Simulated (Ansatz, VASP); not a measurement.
# One calculation of Bi2Se3, two programs

The input INCAR:

```
SYSTEM = Bi2Se3
ALGO = Normal
EDIFF = 1E-7
ENCUT = 520
GGA = PE
ISIF = 2
ISMEAR = -1
LASPH = .True.
LCHARG = .True.
LELF = .True.
LREAL = .False.
LVHAR = .True.
LWAVE = .False.
NBANDS = 32
NELM = 60
PREC = Accurate
SIGMA = 0.02
```

File KPOINTS:

```
k-points
0
Gamma
  8 8 8
  0 0 0
```

Contents of POSCAR:

```
Bi2Se3
1.0
    2.0711835690      1.1957983911      9.8518593788
   -2.0711835690      1.1957983911      9.8518593788
    0.0000000000     -2.3915967823      9.8518593788
Bi Se
2 3
Direct
    0.3989150331      0.3989150331      0.3989150331
    0.6010849669      0.6010849669      0.6010849669
    0.2149816841      0.2149816841      0.2149816841
    0.7850183159      0.7850183159      0.7850183159
    0.0000000000      0.0000000000      0.0000000000
```

Input for Ansatz:

```yaml
crystal:
  lattice:
    - [2.071183569, 1.1957983911, 9.8518593788]
    - [-2.071183569, 1.1957983911, 9.8518593788]
    - [0.0, -2.3915967823, 9.8518593788]
  atoms:
    - { symbol: Bi, position: [0.3989150331, 0.3989150331, 0.3989150331] }
    - { symbol: Bi, position: [0.6010849669, 0.6010849669, 0.6010849669] }
    - { symbol: Se, position: [0.2149816841, 0.2149816841, 0.2149816841] }
    - { symbol: Se, position: [0.7850183159, 0.7850183159, 0.7850183159] }
    - { symbol: Se, position: [0.0, 0.0, 0.0] }
kpoints:
  mp_grid: { grid: [8, 8, 8] }
  band_path:
    path:
      - [0.0, 0.0, 0.0]
      - [0.5, 0.5, 0.5]
      - [0.8233141803, 0.1766858197, 0.5]
      - [0.5, -0.1766858197, 0.1766858197]
      - [0.5, 0.0, 0.0]
      - [0.3383429098, -0.3383429098, 0.0]
      - [0.6616570902, 0.0, 0.3383429098]
      - [0.5, 0.0, 0.5]
    npoints: 1
hamiltonian:
  xc: pbe
scf:
  occupations: { method: fermi_dirac, width: 0.02 }
  n_extra_bands: 5
output:
  forces: true
  stress: true
  eigenvalues: true
```

Change from the starting cell: uniaxial_z strain +1.0%.

Alike in both runs: task single point; functional PBE; k mesh 8 × 8 × 8; occupations fermi-dirac, width 0.02 eV; no spin polarisation.

```csv
,VASP,Ansatz
version,VASP 6.6.1,Ansatz 0.2.0
potentials or method,"VASP PAW PBE potentials, release 64 (Bi_d, Se)","plane waves, PAW"
plane-wave cutoff (eV),520,420
valence electrons in the cell,48,78
```

VASP gave:

```
pressure (GPa)                                                : 1.9
traceless stress, the component that is largest in VASP (GPa) : -0.18
rms of the force components (eV/Å)                            : 0.072
```

Task: What did Ansatz give for the same quantities?

Result: Pressure (GPa): 1.9; traceless stress, the component that is largest in VASP (GPa): -0.18; rms of the force components (eV/Å): 0.066.

Atom by atom the forces differ by 0.005 eV/Å (rms over components). VASP's potentials hold 48 valence electrons a cell and Ansatz's 78, so a difference there can come from the potentials and not from the codes.

Spin-orbit coupling is off throughout.
